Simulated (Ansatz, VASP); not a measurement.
SrTiO3: VASP beside Ansatz

The input INCAR:

```
PREC = Accurate
ENCUT = 600
EDIFF = 1E-6
ISMEAR = 0
SIGMA = 0.02
LREAL = False
LASPH = True
NELM = 120
ALGO = Normal
ISIF = 2
LWAVE = False
LCHARG = True
GGA = PE
LELF = True
LVHAR = True
NBANDS = 28
GGA_COMPAT = False
```

Contents of KPOINTS:

```
Automatic mesh
0
Gamma
  8 8 8
```

POSCAR

```
SrTiO3
1.0
    3.8145327050      0.0000000000      0.0000000000
    0.0000000000      3.8145327050      0.0000000000
    0.0000000000      0.0000000000      3.8145327050
Sr Ti O
1 1 3
Direct
    0.5000000000      0.5000000000      0.5000000000
    0.0000000000      0.0000000000      0.0000000000
    0.5000000000      0.0000000000      0.0000000000
    0.0000000000      0.5000000000      0.0000000000
    0.0000000000      0.0000000000      0.5000000000
```

Input for Ansatz:

```yaml
crystal:
  lattice:
    - [3.814532705, 0.0, 0.0]
    - [0.0, 3.814532705, 0.0]
    - [0.0, 0.0, 3.814532705]
  atoms:
    - { symbol: Sr, position: [0.5, 0.5, 0.5] }
    - { symbol: Ti, position: [0.0, 0.0, 0.0] }
    - { symbol: O, position: [0.5, 0.0, 0.0] }
    - { symbol: O, position: [0.0, 0.5, 0.0] }
    - { symbol: O, position: [0.0, 0.0, 0.5] }
basis: {}
kpoints:
  mp_grid: { grid: [8, 8, 8] }
hamiltonian:
  xc: pbe
  pseudopotentials: { kind: all_electron, lapw: {} }
scf:
  occupations: { method: gaussian, width: 0.02 }
output:
  forces: true
  stress: true
  eigenvalues: true
```

Alike in both runs: task single point; functional PBE; k mesh 8 × 8 × 8; occupations gaussian, width 0.02 eV; no spin polarisation.

|  | VASP | Ansatz |
| --- | --- | --- |
| version | VASP 6.6.1 | Ansatz 0.2.0 |
| potentials or method | VASP PAW PBE potentials, release 64 (Sr_sv, Ti_sv, O), cutoff 600 eV | scalar-relativistic, all-electron LAPW |

Ansatz gave:

```
gap on the k mesh at the Fermi level (eV) : 2.01
least direct gap on the mesh (eV)         : 2.31
pressure (GPa)                            : 19.7
```

Q: Which values does VASP return?

A: gap on the k mesh at the Fermi level (eV): 1.98; least direct gap on the mesh (eV): 2.29; pressure (GPa): 20.3.

Ansatz ran all-electron here, and VASP with PAW potentials.
